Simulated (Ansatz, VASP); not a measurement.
**BN: VASP beside Ansatz**

The input INCAR:

```
SYSTEM = BN
PREC = Accurate ; ENCUT = 520
EDIFF = 1E-6 ; ISMEAR = 0
SIGMA = 0.05 ; LREAL = .False.
LASPH = .True. ; NELM = 60
ALGO = Normal ; ISIF = 2
LWAVE = .False. ; LCHARG = .True.
GGA = PS ; LELF = .True.
LVHAR = .True. ; NBANDS = 16
```

The input KPOINTS:

```
Automatic mesh
0
Gamma
  12 12 6
  0 0 0
```

Contents of POSCAR:

```
BN
1.0
    2.5539396017      0.0000000000      0.0000000000
   -1.2769698009      2.2117765748      0.0000000000
    0.0000000000      0.0000000000      4.2268550000
B N
2 2
Direct
    0.6666666667      0.3333333333      0.9997240000
    0.3333333333      0.6666666667      0.4997240000
    0.7103386106      0.3653034152      0.5779594964
    0.3333333333      0.6666666667      0.1252760000
```

Input for Ansatz:

```yaml
crystal:
  lattice:
    - [2.5539396017, 0.0, 0.0]
    - [-1.2769698009, 2.2117765748, 0.0]
    - [0.0, 0.0, 4.226855]
  atoms:
    - { symbol: B, position: [0.6666666667, 0.3333333333, 0.999724] }
    - { symbol: B, position: [0.3333333333, 0.6666666667, 0.499724] }
    - { symbol: "N", position: [0.7103386106, 0.3653034152, 0.5779594964] }
    - { symbol: "N", position: [0.3333333333, 0.6666666667, 0.125276] }
basis:
  ecutwfc: 650.0
kpoints:
  mp_grid: { grid: [12, 12, 6] }
hamiltonian:
  xc: pbesol
scf:
  occupations: { method: gaussian, width: 0.05 }
output:
  forces: true
  stress: true
  eigenvalues: true
  write_density: true
  write_potential: true
  elf: true
  volumetric_format: npy
```

Alike in both runs: task single point; functional PBEsol; k mesh 12 × 12 × 6; occupations gaussian, width 0.05 eV; no spin polarisation.

|  | VASP | Ansatz |
| --- | --- | --- |
| version | VASP 6.6.1 | Ansatz 0.2.0 |
| potentials or method | VASP PAW PBE potentials, release 64 (B, N), cutoff 520 eV | scalar-relativistic, plane waves, PAW |
| valence electrons in the cell | 16 | 16 |

```csv
,VASP,Ansatz,Ansatz less VASP
gap on the k mesh at the Fermi level (eV),4.86,4.87,+0.007
least direct gap on the mesh (eV),6.51,6.51,-0.002
pressure (GPa),4.0,3.4,-0.54
"traceless stress, the component that is largest in VASP (GPa)",-6.66,-6.67,-0.015
rms of the force components (eV/Å),2.576,2.570,-0.0059
```

VASP's potentials were made for PBE, not for PBEsol. Atom by atom the forces differ by 0.010 eV/Å (rms over components).
